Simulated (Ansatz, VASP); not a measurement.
**One calculation of NiO, two programs**

The input POSCAR:

```
NiO
1.0
    0.0000000000      2.1099651944      2.1099651944
    2.1099651944      0.0000000000      2.1099651944
    2.1099651944      2.1099651944      0.0000000000
Ni O
1 1
Direct
    0.0000000000      0.0000000000      0.0000000000
    0.5000000000      0.5000000000      0.5000000000
```

The input INCAR.step1:

```
PREC = Accurate
ENCUT = 770
ISMEAR = 0
SIGMA = 0.05
LREAL = F
LASPH = T
NELM = 200
ISPIN = 2
MAGMOM = 2 0
LMAXMIX = 4
NBANDS = 23
GGA = PE
ALGO = Normal
EDIFF = 1E-5
LWAVE = T
LCHARG = F
GGA_COMPAT = F
```

File INCAR.step2:

```
PREC = Accurate
ENCUT = 770
EDIFF = 1E-6
ISMEAR = 0
SIGMA = 0.05
LREAL = F
LASPH = T
NELM = 200
ALGO = Normal
ISIF = 2
LWAVE = F
LCHARG = F
ISPIN = 2
MAGMOM = 2 0
LORBIT = 11
LMAXMIX = 4
METAGGA = R2SCAN
LMIXTAU = T
NBANDS = 23
ISTART = 1
GGA_COMPAT = F
```

Contents of KPOINTS:

```
Automatic mesh
0
Gamma
  14 14 14
```

Input for Ansatz:

```yaml
crystal:
  lattice:
    - [0.0, 2.1099651944, 2.1099651944]
    - [2.1099651944, 0.0, 2.1099651944]
    - [2.1099651944, 2.1099651944, 0.0]
  atoms:
    - { symbol: Ni, position: [0.0, 0.0, 0.0], spin: 2.0 }
    - { symbol: O, position: [0.5, 0.5, 0.5] }
basis:
  ecutwfc: 500
  ecutrho_ratio: 4
kpoints:
  mp_grid: { grid: [14, 14, 14] }
hamiltonian:
  xc: r2scan
scf:
  occupations: { method: gaussian, width: 0.05 }
output:
  forces: true
  stress: true
  eigenvalues: true
  populations: true
magnetization:
  spin_polarized: true
```

Alike in both runs: task single point; functional r2SCAN; k mesh 14 × 14 × 14; occupations gaussian, width 0.05 eV; collinear spin.

|  | VASP | Ansatz |
| --- | --- | --- |
| version | VASP 6.6.1 | Ansatz 0.2.0 |
| potentials or method | VASP PAW PBE potentials, release 64 (Ni_sv_GW, O), cutoff 770 eV | scalar-relativistic, plane waves, PAW |
| valence electrons in the cell | 24 | 24 |

Ansatz gave:

```
gap on the k mesh at the Fermi level (eV)                     : 0.90
least direct gap on the mesh (eV)                             : 1.74
pressure (GPa)                                                : -4.6
net moment per atom (μB)                                      : 1.00
size of the moment on the site where the two differ most (μB) : 1.67
```

**Question.** Estimate VASP's values.

**Answer.** gap on the k mesh at the Fermi level (eV): 0.93; least direct gap on the mesh (eV): 1.78; pressure (GPa): -5.1; net moment per atom (μB): 1.00; size of the moment on the site where the two differ most (μB): 1.71.

VASP's potentials were made for PBE, not for r2SCAN. Site moments also hang on the region over which each program counts them. With one functional, cell and mesh, what is left measures potentials, basis and numerics. Ansatz's warnings: stability check not made.
